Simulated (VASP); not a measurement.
Wanted: the native input for a VASP 6.6.1 run.

- Task: relaxation of cell and atoms
- Functional: LDA
- Potentials or basis: VASP PAW LDA potentials, release 64 (C)
- Cutoff: 600 eV
- k mesh: 3 × 3 × 1
- Occupations: gaussian, width 0.1 eV
- Spin: no spin polarisation
- Dipole correction: no
- Further INCAR settings: ALGO = Normal; EDIFF = 1e-06; IBRION = 2; EDIFFG = -0.01; NSW = 80; ISIF = 3

The structure of C lies in POSCAR:

```
C
1.0
    1.2280479700     -2.1270618200      0.0000000000
    1.2280479700      2.1270618200      0.0000000000
    0.0000000000      0.0000000000      7.1732677600
C
4
Direct
    0.0833794600      0.9166205400      0.7531376000
    0.5833794600      0.4166205400      0.2468624000
    0.9166205400      0.0833794600      0.2468624000
    0.4166205400      0.5833794600      0.7531376000
```

The input as run:

INCAR

```
SYSTEM = C
ALGO = Normal ; EDIFF = 1E-6
EDIFFG = -0.01 ; ENCUT = 600
IBRION = 2 ; ISIF = 3
ISMEAR = 0 ; LASPH = .TRUE.
LCHARG = .FALSE. ; LREAL = .FALSE.
LWAVE = .FALSE. ; NELM = 60
NSW = 80 ; PREC = Accurate
SIGMA = 0.1
```

KPOINTS

```
k-points
0
G
  3 3 1
  0 0 0
```

Potentials or basis: VASP PAW LDA potentials, release 64 (C).

Launch:

```sh
$ cat potpaw_LDA.64/C/POTCAR > POTCAR
$ mpirun -np 1 vasp_std > vasp.out
```

Results of the run:

```json
{
 "Relaxed volume": "8.00 Å³/atom",
 "Relaxed cell": "a = 2.448 Å, b = 2.448 Å, c = 6.138 Å, α = 90.00°, β = 90.00°, γ = 119.52°",
 "Space group after relaxing (to 0.05 Å)": "Fmmm (No. 69)",
 "Energy gained by relaxing": "31.7 meV/atom",
 "Ionic steps": "49",
 "Pressure after relaxing": "0.0 GPa",
 "Largest force after relaxing": "0.005 eV/Å",
 "Band gap on the k mesh": "0.78 eV"
}
```

Caveat: the k points lie up to 1.02 Å⁻¹ apart in the final cell.

Run time: 47 s on 1 thread of Intel(R) Xeon(R) Platinum 8259CL CPU @ 2.50GHz (Skylake/Cascade Lake) (shared host), peak memory 0.13 GiB.
